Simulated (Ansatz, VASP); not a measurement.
## Ca: VASP beside Ansatz

```xyz
1
Lattice="0.0000 2.8361 2.7523 2.8361 0.0000 2.7523 2.8361 2.8361 0.0000" Properties=species:S:1:pos:R:3 pbc="T T T"
Ca    0.0000    0.0000    0.0000
```

Change from the starting cell: strain +0.015 along x and y, -0.015 along z, atoms carried along.

Alike in both runs: task single point; functional PBEsol; k mesh 14 × 14 × 14; occupations gaussian, width 0.15 eV; no spin polarisation.

|  | VASP | Ansatz |
| --- | --- | --- |
| version | VASP 6.6.1 | Ansatz 0.2.0 |
| potentials or method | VASP PAW PBE potentials, release 64 (Ca_sv), cutoff 520 eV | scalar-relativistic, plane waves, PAW |
| valence electrons in the cell | 10 | 10 |

```tsv
	VASP	Ansatz	Ansatz less VASP
gap on the k mesh at the Fermi level (eV)	none	none	-
pressure (GPa)	-1.4	-1.4	-0.01
traceless stress, the component that is largest in VASP (GPa)	0.13	0.13	0.000
```

VASP's potentials were made for PBE, not for PBEsol. A gap of «none» marks a metal or a gap that the smearing closes.
